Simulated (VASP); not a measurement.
Wanted: the native input for a VASP 6.6.1 run.

```yaml
Task: single point
Functional: HSE06
Potentials_or_basis: VASP PAW PBE potentials, release 64 (Li_sv, Cl)
Cutoff: 520 eV
k_mesh: 6 × 6 × 6
Occupations: gaussian, width 0.01 eV
Spin: no spin polarisation
Dipole_correction: no
Grid_for_exact_exchange_PRECFOCK: Normal
Further_INCAR_settings: ALGO = Normal; EDIFF = 1e-07; NBANDS = 12
Share_of_exact_exchange: 0.25
Screening_parameter: 0.2079 1/Å
```

The system is LiCl.

```
Li Cl
1.0
     0.00000    2.55604    2.55604
     2.55604    0.00000    2.55604
     2.55604    2.55604    0.00000
Li Cl
1 1
Direct
  0.00000 0.00000 0.00000
  0.50000 0.50000 0.50000
```

The input as run:

POSCAR

```
LiCl
1.0
    0.0000000000      2.5560362741      2.5560362741
    2.5560362741      0.0000000000      2.5560362741
    2.5560362741      2.5560362741      0.0000000000
Li Cl
1 1
Direct
    0.0000000000      0.0000000000      0.0000000000
    0.5000000000      0.5000000000      0.5000000000
```

INCAR.step1

```
PREC = Accurate
ENCUT = 520
EDIFF = 1E-5
ISMEAR = 0
SIGMA = 0.01
LREAL = F
LASPH = T
NELM = 80
ALGO = Normal
ISIF = 2
LWAVE = T
LCHARG = F
NBANDS = 12
GGA = PE
```

INCAR.step2

```
PREC = Accurate
ENCUT = 520
EDIFF = 1E-7
ISMEAR = 0
SIGMA = 0.01
LREAL = F
LASPH = T
NELM = 80
ALGO = Normal
ISIF = 2
LWAVE = F
LCHARG = F
GGA = PE
LHFCALC = T
HFSCREEN = 0.2079
PRECFOCK = Normal
NBANDS = 12
ISTART = 1
```

KPOINTS

```
regular mesh
0
Gamma
  6 6 6
```

Potentials or basis: VASP PAW PBE potentials, release 64 (Li_sv, Cl).

Run with:

```bash
$ cat potpaw_PBE.64/Li_sv/POTCAR potpaw_PBE.64/Cl/POTCAR > POTCAR
$ cp INCAR.step1 INCAR
$ mpirun -np 1 vasp_std > vasp.out
$ cp INCAR.step2 INCAR
$ mpirun -np 1 vasp_std > vasp.out
```

It gave:

```
Band gap on the k mesh : 7.79 eV
```

It took 25 min on 1 thread of AMD EPYC 7R43 64-Core Processor (Zen 3) (shared host), peak memory 0.22 GiB.
